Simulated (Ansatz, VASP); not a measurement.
Two plane-wave programs on BaTiO3

```
Ba Ti O
1.0
     2.82012    1.65299    2.35630
    -2.82012    1.65299    2.35630
     0.00000   -3.30599    2.35630
Ba Ti O
1 1 3
Direct
  0.00495 0.00495 0.00495
  0.51919 0.51919 0.51919
  0.48839 0.48839 0.97777
  0.48839 0.97777 0.48839
  0.97777 0.48839 0.48839
```

Change from the starting cell: strain -0.0150 x Voigt [1, 0, 0, 0, 0, 0], atoms carried along.

Alike in both runs: task single point; functional PBE; k mesh 6 × 6 × 6; occupations gaussian, width 0.05 eV; no spin polarisation.

|  | VASP | Ansatz |
| --- | --- | --- |
| version | VASP 6.6.1 | Ansatz 0.2.0 |
| potentials or method | VASP PAW PBE potentials, release 64 (Ba_sv, Ti_sv, O), cutoff 520 eV | scalar-relativistic, plane waves, PAW |
| valence electrons in the cell | 40 | 40 |

```tsv
	VASP	Ansatz	Ansatz less VASP
gap on the k mesh at the Fermi level (eV)	2.61	2.65	+0.045
least direct gap on the mesh (eV)	3.10	3.10	+0.008
pressure (GPa)	4.2	2.5	-1.64
traceless stress, the component that is largest in VASP (GPa)	2.33	2.23	-0.105
rms of the force components (eV/Å)	0.120	0.088	-0.0321
```

Atom by atom the forces differ by 0.037 eV/Å (rms over components).

Neither program's run includes spin-orbit coupling.
